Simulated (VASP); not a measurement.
# MgS in VASP: a series of runs

Runs on MgS. Level: PBE. Tasks: single point.

Program: VASP 6.6.1. These are calculated values, not measurements. Logs are shortened: lines on timing, memory, paths and dates and some standing lists are left out, and cuts for length are marked.

### 1 The cell of the first run

The structure is tetragonal, space group I4/mmm (No. 139). Conventional cell: a = 3.679 Å, b = 3.679 Å, c = 5.411 Å, α = 90.00°, β = 90.00°, γ = 90.00°. Mg (site symmetry 4/mmm) has 6 S at 2.60 to 2.71 Å within 3.4 Å. Within 3.4 Å of S (site symmetry 4/mmm) lie 6 Mg at 2.60 to 2.71 Å.

### 2 Single point, PBE (strain +0.000 along x and y, +0.040 along z)

File INCAR:

```
  PREC = Accurate
  ENCUT = 520
  EDIFF = 1E-6
  ISMEAR = 0
  SIGMA = 0.05
  LREAL = F
  LASPH = T
  NELM = 100
  ALGO = Normal
  ISIF = 2
  LWAVE = F
  LCHARG = F
  GGA = PE
  NBANDS = 11
```

File KPOINTS:

```
Automatic mesh
0
Gamma
  8 8 8
```

File POSCAR:

```
MgS
1.0
    0.0000000000      2.6016500000      2.7057160000
    2.6016500000      0.0000000000      2.7057160000
    2.6016500000      2.6016500000      0.0000000000
Mg S
1 1
Direct
    0.0000000000      0.0000000000      0.0000000000
    0.5000000000      0.5000000000      0.5000000000
```

Potentials or basis: VASP PAW PBE potentials, release 64 (Mg, S).

The run is started by

```console
> cat potpaw_PBE.64/Mg/POTCAR potpaw_PBE.64/S/POTCAR > POTCAR
> mpirun -np 1 vasp_std > vasp.out
```

OUTCAR:

```text
PREC = Accurate
   ENCUT = 520
   EDIFF = 1E-6
   ISMEAR = 0
   LREAL = F
   LASPH = T
   NELM = 100
   ISIF = 2
   GGA = PE

 ion  position               nearest neighbor table
   1  0.000  0.000  0.000-   2 2.60   2 2.60   2 2.60   2 2.60   2 2.71   2 2.71
   2  0.500  0.500  0.500-   1 2.60   1 2.60   1 2.60   1 2.60   1 2.71   1 2.71

  LATTYP: Found a body centered tetragonal cell.
 ALAT       =     3.6792887145
 C/A-ratio  =     1.4707821049

  Lattice vectors:

 A1 = (  -2.6016500000,   0.0000000000,   2.7057160000)
 A2 = (   2.6016500000,   0.0000000000,   2.7057160000)
 A3 = (   0.0000000000,   2.6016500000,  -2.7057160000)

Analysis of symmetry for initial positions (statically):
=====================================================================
 Subroutine PRICEL returns:
 Original cell was already a primitive cell.

 Routine SETGRP: Setting up the symmetry group for a
 body centered tetragonal supercell.

 Subroutine GETGRP returns: Found 16 space group operations
 (whereof 16 operations were pure point group operations)
 out of a pool of 16 trial point group operations.

The static configuration has the point symmetry D_4h.

Analysis of symmetry for dynamics (positions and initial velocities):
=====================================================================
 Subroutine PRICEL returns:
 Original cell was already a primitive cell.

 Routine SETGRP: Setting up the symmetry group for a
 body centered tetragonal supercell.

 Subroutine GETGRP returns: Found 16 space group operations
 (whereof 16 operations were pure point group operations)
 out of a pool of 16 trial point group operations.

The dynamic configuration has the point symmetry D_4h.

 Subroutine INISYM returns: Found 16 space group operations
 (whereof 16 operations are pure point group operations),
 and found     1 'primitive' translations

----------------------------------------------------------------------------------------

                                     Primitive cell

  volume of cell :      36.6277

  direct lattice vectors                    reciprocal lattice vectors
     0.000000000  2.601650000  2.705716000    -0.192185728  0.192185728  0.184793970
     2.601650000  0.000000000  2.705716000     0.192185728 -0.192185728  0.184793970
     2.601650000  2.601650000  0.000000000     0.192185728  0.192185728 -0.184793970

  length of vectors
     3.753595849  3.753595849  3.679288715     0.328663231  0.328663231  0.328663231

  position of ions in fractional coordinates (direct lattice)
     0.000000000  0.000000000  0.000000000
     0.500000000  0.500000000  0.500000000

  ion indices of the primitive-cell ions
   primitive index   ion index
                 1           1
                 2           2

----------------------------------------------------------------------------------------

 KPOINTS: Automatic mesh

Automatic generation of k-mesh.
 Grid dimensions read from file:
 generate k-points for:    8    8    8

 Generating k-lattice:

  Cartesian coordinates                     Fractional coordinates (reciprocal lattice)
    -0.024023216  0.024023216  0.023099246     0.125000000  0.000000000  0.000000000
     0.024023216 -0.024023216  0.023099246     0.000000000  0.125000000  0.000000000
     0.024023216  0.024023216 -0.023099246     0.000000000  0.000000000  0.125000000

  Length of vectors
     0.041082904  0.041082904  0.041082904

  Shift w.r.t. Gamma in fractional coordinates (k-lattice)
     0.000000000  0.000000000  0.000000000

 Subroutine IBZKPT returns following result:
 ===========================================

 Found     59 irreducible k-points:

 Following reciprocal coordinates:
            Coordinates               Weight
  0.000000  0.000000  0.000000      1.000000
  0.125000  0.000000  0.000000      8.000000
  0.250000  0.000000  0.000000      8.000000
  0.375000  0.000000  0.000000      8.000000
  0.500000  0.000000  0.000000      4.000000
  0.125000  0.125000  0.000000      2.000000
[... 16 lines left out ...]
  0.250000  0.000000  0.125000     16.000000
  0.375000  0.000000  0.125000     16.000000
 [... further k-points ...]
   k-points           NKPTS =     59   k-points in BZ     NKDIM =     59   number of bands    NBANDS=     11
   number of dos      NEDOS =    301   number of ions     NIONS =      2
   total plane-waves  NPLWV =  21952
   dimension x,y,z NGX =    28 NGY =   28 NGZ =   28
   dimension x,y,z NGXF=    56 NGYF=   56 NGZF=   56
   ions per type =               1   1
   NGX,Y,Z   is equivalent  to a cutoff of  12.40, 12.40, 12.65 a.u.
   NGXF,Y,Z  is equivalent  to a cutoff of  24.80, 24.80, 25.30 a.u.
 SYSTEM =  unknown system
   PREC   = accura    normal or accurate (medium, high low for compatibility)
   ISTART =      0    job   : 0-new  1-cont  2-samecut
   ICHARG =      2    charge: 1-file 2-atom 10-const
   ISPIN  =      1    spin polarized calculation?
   LNONCOLLINEAR =      F non collinear calculations
   LSORBIT =      F    spin-orbit coupling
   LASPH  =      T    aspherical Exc in radial PAW
   ENCUT  =  520.0 eV  38.22 Ry    6.18 a.u.   6.98  6.98  6.84*2*pi/ulx,y,z
   NELM   =    100;   NELMIN=  2; NELMDL= -5     # of ELM steps
   EDIFF  = 0.1E-05   stopping-criterion for ELM
   LREAL  =      F    real-space projection
   EDIFFG = 0.1E-04   stopping-criterion for IOM
   NSW    =      0    number of steps for IOM
   IBRION =     -1    ionic relax: 0-MD 1-quasi-New 2-CG
   NFREE  =      0    steps in history (QN), initial steepest desc. (CG)
   ISIF   =      2    stress and relaxation
   ISYM   =      2    0-nonsym 1-usesym 2-fastsym
   POTIM  = 0.5000    time-step for ionic-motion
   TEBEG  =    0.0;   TEEND  =   0.0 temperature during run
   PSTRESS=    0.0 pullay stress
   NELECT =       8.0000    total number of electrons
   NUPDOWN=      -1.0000    fix difference up-down
   EMIN   =  10.00;   EMAX   =-10.00  energy-range for DOS
   EFERMI =   0.00;   METHOD = LEGACY
   ISMEAR =     0;   SIGMA  =   0.05  broadening in eV -4-tet -1-fermi 0-gaus
   EFERMI_NEDOS =   21; number of points for ismear=-14 and -15
   IALGO  =     38    algorithm
   IMIX   =      4    mixing-type and parameters
     AMIX     =   0.40;   BMIX     =  1.00
     AMIX_MAG =   1.60;   BMIX_MAG =  1.00
  volume/ion in A,a.u.               =      18.31       123.59
  Fermi-wavevector in a.u.,A,eV,Ry     =   0.985904  1.863089 13.224967  0.972008
  Thomas-Fermi vector in A             =   2.117246
   LORBIT       =      0    0 simple, 1 ext, 2 COOP (PROOUT), +10 PAW based schemes
   GGA     = PE    functional components
   LHFCALC =     F    Hartree Fock is set to
   AEXX    =    0.0000 exact exchange contribution
   IVDW    =     0    specifies the selected vdW correction
   LEPSILON=     F    determine dielectric tensor
   LRPA    =     F    only Hartree local field effects (RPA)
 non-spin polarized calculation
 Gauss-broadening in eV      SIGMA  =   0.05
  energy-cutoff  :      520.00
  volume of cell :       36.63
 maximum number of plane-waves:      1010
   NGX = 13   NGY = 13   NGZ = 13

 number of electron       8.0000001 magnetization

 Free energy of the ion-electron system (eV)
  ---------------------------------------------------
  ext. energy  EPLUGINS =         0.00000000
  ---------------------------------------------------
  free energy    TOTEN  =        -8.48747756 eV

  energy without entropy =       -8.48747756  energy(sigma->0) =       -8.48747756

 E-fermi :   3.7455     XC(G=0):  -9.5253

 val. band max:        3.4827899182   @ k =   0.0000   0.0000   0.0000
 cond. band min:       6.0193966351   @ k =   0.5000   0.0000   0.5000
 fundamental gap:      2.5366067169
 Fermi energy:         3.7455190841

 k-point     1 :       0.0000    0.0000    0.0000
  band No.  band energies     occupation
      1      -9.0719      2.00000
      2       3.3260      2.00000
      3       3.3260      2.00000
      4       3.4828      2.00000
      5       6.7907      0.00000
      6      11.1020      0.00000
      7      11.4989      0.00000
      8      11.4989      0.00000
      9      13.4113      0.00000
     10      13.9448      0.00000
     11      15.5551      0.00000

 k-point     2 :       0.1250    0.0000    0.0000
  band No.  band energies     occupation
      1      -8.9302      2.00000
      2       2.3489      2.00000
      3       3.2518      2.00000
      4       3.3254      2.00000
      5       7.6064      0.00000
      6      10.9945      0.00000
      7      11.4370      0.00000
      8      11.7475      0.00000
      9      12.8319      0.00000
     10      13.2183      0.00000
     11      15.7482      0.00000

 k-point     3 :       0.2500    0.0000    0.0000
  band No.  band energies     occupation
      1      -8.5490      2.00000
      2       0.6653      2.00000
      3       3.0770      2.00000
      4       3.0880      2.00000
      5       8.1837      0.00000
      6      10.9197      0.00000
      7      11.3862      0.00000
      8      11.4847      0.00000
      9      13.5795      0.00000
     10      13.6345      0.00000
     11      15.0429      0.00000
[... 267 lines left out ...]
 k-point    23 :       0.2500    0.0000    0.1250
  band No.  band energies     occupation
      1      -8.5721      2.00000
      2       1.0893      2.00000
      3       2.7583      2.00000
      4       2.9121      2.00000
      5       8.6491      0.00000
      6      10.1980      0.00000
      7      10.8597      0.00000
      8      11.9879      0.00000
      9      13.0140      0.00000
     10      14.3190      0.00000
     11      16.3983      0.00000

 k-point    24 :       0.3750    0.0000    0.1250
  band No.  band energies     occupation
      1      -8.1314      2.00000
      2      -0.2600      2.00000
      3       2.5486      2.00000
      4       2.6230      2.00000
      5       8.5281      0.00000
      6      10.0248      0.00000
      7      11.2478      0.00000
      8      11.5335      0.00000
      9      14.4611      0.00000
     10      16.1164      0.00000
     11      16.2364      0.00000

 [... further k-points ...]

------------------------ aborting loop because EDIFF is reached ----------------------------------------

  FORCE on cell =-STRESS in cart. coord.  units (eV):
  Direction    XX          YY          ZZ          XY          YZ          ZX
  --------------------------------------------------------------------------------------
  -------------------------------------------------------------------------------------
  Total       -0.1664473     -0.1664473     -0.8730898      0.0000000     -0.0000000      0.0000000
  in kB       -7.2807720     -7.2807720    -38.1908716      0.0000000     -0.0000000      0.0000000
  external PRESSURE =     -17.5841385 kB  Pullay stress =       0.0000000 kB

 VOLUME and BASIS-vectors are now :
 -----------------------------------------------------------------------------
  energy-cutoff  :      520.00
  volume of cell :       36.63
      direct lattice vectors                 reciprocal lattice vectors
     0.000000000  2.601650000  2.705716000    -0.192185728  0.192185728  0.184793970
     2.601650000  0.000000000  2.705716000     0.192185728 -0.192185728  0.184793970
     2.601650000  2.601650000  0.000000000     0.192185728  0.192185728 -0.184793970

 POSITION                                       TOTAL-FORCE (eV/Angst)
 -----------------------------------------------------------------------------------
      0.00000      0.00000      0.00000        -0.000000      0.000000      0.000000
      2.60165      2.60165      2.70572         0.000000     -0.000000      0.000000
 -----------------------------------------------------------------------------------
    total drift:                                0.000000      0.000000      0.000000

  FREE ENERGIE OF THE ION-ELECTRON SYSTEM (eV)
  ---------------------------------------------------
  free  energy   TOTEN  =        -8.4874775550 eV

  energy  without entropy=       -8.4874775550  energy(sigma->0) =       -8.48747756
```

It took 8.6 s on 1 thread of Intel Xeon 6975P-C (Granite Rapids), shared host; peak memory 0.16 GiB.

What came out:

| Item | Value |
| --- | --- |
| Free energy | -8.4875 eV |
| Pressure | -1.8 GPa |
| Band gap on the k mesh | 2.54 eV, indirect (least direct gap 3.31 eV) |

Stress tensor (GPa, compression positive):
```
-0.73  0.00  0.00
 0.00 -0.73  0.00
 0.00  0.00 -3.82
```

Levels at points of the mesh, in eV from the valence-band top:
| k point | band 1 | band 2 | band 3 | band 4 | band 5 | band 6 | band 7 | band 8 |
| --- | --- | --- | --- | --- | --- | --- | --- | --- |
| (0.00, 0.00, 0.00) | -12.55 | -0.16 | -0.16 | 0.00 | 3.31 | 7.62 | 8.02 | 8.02 |
| (0.50, 0.00, 0.00) | -11.35 | -4.73 | -0.70 | -0.60 | 4.37 | 6.60 | 6.96 | 9.59 |
| (0.50, 0.50, 0.00) | -11.10 | -4.11 | -1.59 | -1.59 | 2.73 | 4.50 | 11.24 | 12.55 |
| (0.50, 0.00, 0.50) | -10.96 | -4.08 | -1.92 | -1.58 | 2.54 | 4.37 | 11.65 | 12.28 |

Caveat: the cell differs from its parent crystal (strain +0.000 along x and y, +0.040 along z). A k mesh can miss the band edges.

### 3 Single point, PBE (strain +0.040 along x and y, +0.080 along z)

File INCAR:

```
SYSTEM = MgS
  PREC = Accurate
  ENCUT = 520
  EDIFF = 1E-7
  ISMEAR = 0
  SIGMA = 0.05
  LREAL = .False.
  LASPH = .True.
  NELM = 80
  ALGO = Normal
  ISIF = 2
  LWAVE = .False.
  LCHARG = .True.
  GGA = PE
  LELF = .True.
  LVHAR = .True.
  NBANDS = 11
```

File KPOINTS:

```
regular mesh
0
Gamma
  8 8 8
  0 0 0
```

File POSCAR:

```
MgS
1.0
    0.0000000000      2.7057160000      2.8097820000
    2.7057160000      0.0000000000      2.8097820000
    2.7057160000      2.7057160000      0.0000000000
Mg S
1 1
Direct
    0.0000000000      0.0000000000      0.0000000000
    0.5000000000      0.5000000000      0.5000000000
```

Potentials or basis: VASP PAW PBE potentials, release 64 (Mg, S).

The run is started by

```console
> cat potpaw_PBE.64/Mg/POTCAR potpaw_PBE.64/S/POTCAR > POTCAR
> mpirun -np 1 vasp_std > vasp.out
```

Run time: 12 s. Hardware: 1 thread of Intel Xeon 6975P-C (Granite Rapids), shared host; peak memory 0.17 GiB.

The run converged. Its results:

* Free energy: -8.3442 eV
* Pressure: -7.9 GPa
* Band gap on the k mesh: 2.29 eV, indirect (least direct gap 2.51 eV)

Stress tensor (GPa, compression positive):
```
-7.48  0.00  0.00
 0.00 -7.48  0.00
 0.00  0.00 -8.65
```

Levels at points of the mesh, in eV from the valence-band top:
| k point | band 1 | band 2 | band 3 | band 4 | band 5 | band 6 | band 7 | band 8 |
| --- | --- | --- | --- | --- | --- | --- | --- | --- |
| (0.00, 0.00, 0.00) | -11.98 | -0.15 | -0.15 | 0.00 | 2.51 | 7.68 | 8.03 | 8.03 |
| (0.50, 0.00, 0.00) | -11.03 | -4.18 | -0.57 | -0.50 | 4.20 | 6.45 | 6.76 | 8.37 |
| (0.50, 0.50, 0.00) | -10.84 | -3.55 | -1.38 | -1.38 | 2.43 | 4.78 | 10.18 | 11.91 |
| (0.50, 0.00, 0.50) | -10.73 | -3.54 | -1.66 | -1.35 | 2.29 | 4.66 | 10.58 | 11.23 |

Caveat: the cell differs from its parent crystal (strain +0.040 along x and y, +0.080 along z). A k mesh can miss the band edges.

### 4 Single point, PBE (strain -0.080 along x and y, -0.080 along z)

File INCAR:

```
SYSTEM = MgS
PREC = Accurate
ENCUT = 520
EDIFF = 1E-6
ISMEAR = 0
SIGMA = 0.05
LREAL = .False.
LASPH = .True.
NELM = 80
ALGO = Normal
ISIF = 2
LWAVE = .False.
LCHARG = .True.
GGA = PE
LELF = .True.
LVHAR = .True.
NBANDS = 11
```

File KPOINTS:

```
Automatic mesh
0
Gamma
  8 8 8
  0 0 0
```

File POSCAR:

```
MgS
1.0
    0.0000000000      2.3935180000      2.3935180000
    2.3935180000      0.0000000000      2.3935180000
    2.3935180000      2.3935180000      0.0000000000
Mg S
1 1
Direct
    0.0000000000      0.0000000000      0.0000000000
    0.5000000000      0.5000000000      0.5000000000
```

The run is started by

```console
> cat potpaw_PBE.64/Mg/POTCAR potpaw_PBE.64/S/POTCAR > POTCAR
> mpirun -np 1 vasp_std > vasp.out
```

It took 24 s on 1 thread of AMD EPYC 7R13, shared host; peak memory 0.13 GiB.

It converged, with:

| Quantity | Value |
| --- | --- |
| Free energy | -7.8180 eV |
| Pressure | 33.4 GPa |
| Band gap on the k mesh | 3.27 eV, indirect (least direct gap 5.60 eV) |

Levels at points of the mesh, in eV from the valence-band top:
| k point | band 1 | band 2 | band 3 | band 4 | band 5 | band 6 | band 7 | band 8 |
| --- | --- | --- | --- | --- | --- | --- | --- | --- |
| (0.00, 0.00, 0.00) | -14.37 | 0.00 | 0.00 | 0.00 | 6.03 | 7.64 | 7.64 | 7.64 |
| (0.50, 0.00, 0.00) | -12.31 | -6.35 | -0.95 | -0.95 | 4.84 | 7.11 | 7.11 | 12.55 |
| (0.50, 0.50, 0.00) | -11.71 | -5.69 | -2.33 | -2.33 | 3.27 | 3.42 | 13.49 | 14.68 |

Caveat: the cell differs from its parent crystal (strain -0.080 along x and y, -0.080 along z). A k mesh can miss the band edges.

### 5 Single point, PBE (strain -0.040 along x and y, -0.040 along z)

File INCAR:

```
  ALGO = Normal
  EDIFF = 1E-7
  ENCUT = 520
  GGA = PE
  ISIF = 2
  ISMEAR = 0
  LASPH = T
  LCHARG = F
  LREAL = F
  LWAVE = F
  NBANDS = 11
  NELM = 80
  PREC = Accurate
  SIGMA = 0.05
```

File KPOINTS:

```
k-points
0
Gamma
  8 8 8
```

File POSCAR:

```
MgS
1.0
    0.0000000000      2.4975840000      2.4975840000
    2.4975840000      0.0000000000      2.4975840000
    2.4975840000      2.4975840000      0.0000000000
Mg S
1 1
Direct
    0.0000000000      0.0000000000      0.0000000000
    0.5000000000      0.5000000000      0.5000000000
```

The run is started by

```console
> cat potpaw_PBE.64/Mg/POTCAR potpaw_PBE.64/S/POTCAR > POTCAR
> mpirun -np 1 vasp_std > vasp.out
```

Run time: 23 s. Hardware: 1 thread of AMD EPYC 7R13, shared host; peak memory 0.13 GiB.

The run converged. Its results:

| Item | Value |
| --- | --- |
| Free energy | -8.3387 eV |
| Pressure | 13.2 GPa |
| Band gap on the k mesh | 3.03 eV, indirect (least direct gap 4.76 eV) |

Levels at points of the mesh, in eV from the valence-band top:
```csv
k point,band 2,band 3,band 4,band 5,band 6,band 7
"(0.00, 0.00, 0.00)",0.00,0.00,0.00,4.76,7.84,7.84
"(0.50, 0.00, 0.00)",-5.52,-0.75,-0.75,4.71,7.03,7.03
"(0.50, 0.50, 0.00)",-4.88,-1.98,-1.98,3.03,3.98,13.16
```

Caveat: the cell differs from its parent crystal (strain -0.040 along x and y, -0.040 along z). A k mesh can miss the band edges.

### 6 Summary

```csv
cell,gap on the mesh (eV),pressure (GPa)
"a = 3.754, b = 3.754, c = 3.679 Å, angles 60.7, 60.7, 58.7°, 2 atoms",2.54,-1.8
"a = 3.901, b = 3.901, c = 3.826 Å, angles 60.6, 60.6, 58.7°, 2 atoms",2.29,-7.9
"a = 3.385 Å, angles 60.0°, 2 atoms",3.27,33.4
"a = 3.532 Å, angles 60.0°, 2 atoms",3.03,13.2
```

Alike in all rows: task single point; level PBE; potentials or basis VASP PAW PBE potentials, release 64 (Mg, S); no spin polarisation; k mesh 8 × 8 × 8; cutoff (eV) 520; smearing gaussian 0.05 eV.

Total energies depend on the potentials used, so only differences within one code and one set of settings carry meaning.
